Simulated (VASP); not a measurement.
Si: relaxation of cell and atoms with PBEsol

Crystal: Si.

```
Si
1.0
     0.00000    1.95811    1.95811
     1.95811    0.00000    1.95811
     1.95811    1.95811    0.00000
Si
1
Direct
  0.00000 0.00000 0.00000
```

```yaml
Program: VASP 6.6.1
Task: relaxation of cell and atoms
Functional: PBEsol
Potentials_or_basis: VASP PAW PBE potentials, release 64 (Si)
Cutoff: 600 eV
k_mesh: 14 × 14 × 14
Occupations: fermi-dirac, width 0.1 eV
Spin: no spin polarisation
Dipole_correction: no
Further_INCAR_settings: ALGO = Normal; EDIFF = 1e-06; IBRION = 2; EDIFFG = -0.01; NSW = 80; ISIF = 3
```

```yaml
Relaxed_volume: 14.04 Å³/atom
Relaxed_cell: a = 2.708 Å, b = 2.708 Å, c = 2.708 Å, α = 60.00°, β = 60.00°, γ = 60.00°
Space_group_after_relaxing_to_0.05_Å: Fm-3m (No. 225)
Energy_gained_by_relaxing: 16.9 meV/atom
Ionic_steps: 3
Pressure_after_relaxing: 0.0 GPa
Band_gap_on_the_k_mesh: zero (band 2 reaches 22.01 eV, above the bottom of band 3 at 7.62 eV)
```

Step by step:
| step | energy change (eV) | largest force (eV/Å) | pressure (GPa) | volume (Å³) |
| --- | --- | --- | --- | --- |
| 1 | 0.0000 | 0.0000 | -5.28 | 15.02 |
| 2 | -0.0168 | 0.0000 | 0.51 | 13.97 |
| 3 | -0.0169 | 0.0000 | 0.01 | 14.04 |

Final structure:
```xyz
1
Lattice="0.0000 1.9149 1.9149 1.9149 0.0000 1.9149 1.9149 1.9149 0.0000" Properties=species:S:1:pos:R:3 pbc="T T T"
Si    0.0000    0.0000    0.0000
```

Levels at points of the mesh, in eV from the Fermi level:
```csv
k point,band 1,band 2,band 3,band 4,band 5,band 6
"(0.00, 0.00, 0.00)",-14.75,11.48,11.48,11.48,12.03,12.03
"(0.50, 0.00, 0.00)",-7.70,-7.17,8.82,8.82,10.92,10.92
"(0.50, 0.50, 0.00)",-5.52,-4.54,3.26,3.26,4.33,6.96
```

Run time: 8.8 s on 1 thread of Intel Xeon 6975P-C (shared host), peak memory 0.14 GiB.

Caveat: the PAW data sets were made with another functional, which shifts forces and pressure a little.
